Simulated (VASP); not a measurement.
Crystal: AgI (Iodargyrite).

```
CELL_PARAMETERS angstrom
4.59000 0.00000 0.00000
-2.29500 3.97510 0.00000
0.00000 0.00000 7.52000
ATOMIC_POSITIONS crystal
Ag 0.66667 0.33333 0.63000
Ag 0.33333 0.66667 0.13000
I 0.66667 0.33333 0.00000
I 0.33333 0.66667 0.50000
```

Base run:

- Program: VASP 6.6.1
- Functional: PBE
- Potentials or basis: VASP PAW PBE potentials, release 64 (Ag, I)
- Cutoff: 500 eV
- k mesh: 6 × 6 × 3
- Occupations: gaussian, width 0.01 eV
- Spin: no spin polarisation

Its results: band gap on the k mesh 1.38 eV, direct; pressure 1.8 GPa; largest force 0.081 eV/Å.

Q: The run is repeated on the same cell with these changes: k mesh from 6 × 6 × 3 to 2 × 2 × 1. What comes out?

A: Band gap on the k mesh 1.35 eV, direct; pressure 2.9 GPa; largest force 0.015 eV/Å.

Caveats: some runs use coarse meshes; spin-orbit coupling is left out, which moves the levels of the heavy elements.

